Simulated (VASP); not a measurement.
Here is a VASP 6.6.1 calculation.

The input INCAR:

```
PREC = Accurate ; ENCUT = 520
EDIFF = 1E-7 ; ISMEAR = 0
SIGMA = 0.1 ; LREAL = False
LASPH = True ; NELM = 150
ALGO = Normal ; ISIF = 2
LWAVE = False ; LCHARG = False
ISPIN = 2 ; MAGMOM = 0.18 -0.94 0 0 0 0 0 0 0 0
LORBIT = 11 ; LMAXMIX = 4
GGA = PE ; NBANDS = 44
```

KPOINTS

```
regular mesh
0
Gamma
  8 8 8
```

POSCAR

```
TiCoC4N4
1.0
    5.6981726524      0.0000000000      0.0000000000
    0.0000000000      5.6981726524      0.0000000000
    0.0000000000      0.0000000000      5.6981726524
Ti Co C N
1 1 4 4
Direct
    0.5000000000      0.5000000000      0.5000000000
    0.0000000000      0.0000000000      0.0000000000
    0.1836163678      0.1836163678      0.1836163678
    0.1836163678      0.8163836322      0.8163836322
    0.8163836322      0.1836163678      0.8163836322
    0.8163836322      0.8163836322      0.1836163678
    0.3049526848      0.3049526848      0.3049526848
    0.3049526848      0.6950473152      0.6950473152
    0.6950473152      0.3049526848      0.6950473152
    0.6950473152      0.6950473152      0.3049526848
```

Potentials or basis: VASP PAW PBE potentials, release 64 (Ti_sv, Co, C, N).

The run is started by

```sh
$ cat potpaw_PBE.64/Ti_sv/POTCAR potpaw_PBE.64/Co/POTCAR potpaw_PBE.64/C/POTCAR potpaw_PBE.64/N/POTCAR > POTCAR
$ mpirun -np 1 vasp_std > vasp.out
```

**Question.** Estimate the pressure.

**Answer.** 0.3 GPa.

**Question.** What does it give for the site moments?

**Answer.** Ti +0.20; Co -0.96; C +0.01; N -0.04 μB.

**Question.** What does it give for the net moment?

**Answer.** -1.00 μB per cell.

Forces on the atoms (eV/Å):
```
Ti   0.000  0.000  0.000
Co   0.000  0.000  0.000
C   -0.135 -0.135 -0.135
C   -0.135  0.135  0.135
C    0.135 -0.135  0.135
C    0.135  0.135 -0.135
N    0.130  0.130  0.130
N    0.130 -0.130 -0.130
N   -0.130  0.130 -0.130
N   -0.130 -0.130  0.130
```

Caveat: a cell with one magnetic atom can't hold antiferromagnetic order, which such compounds often take.
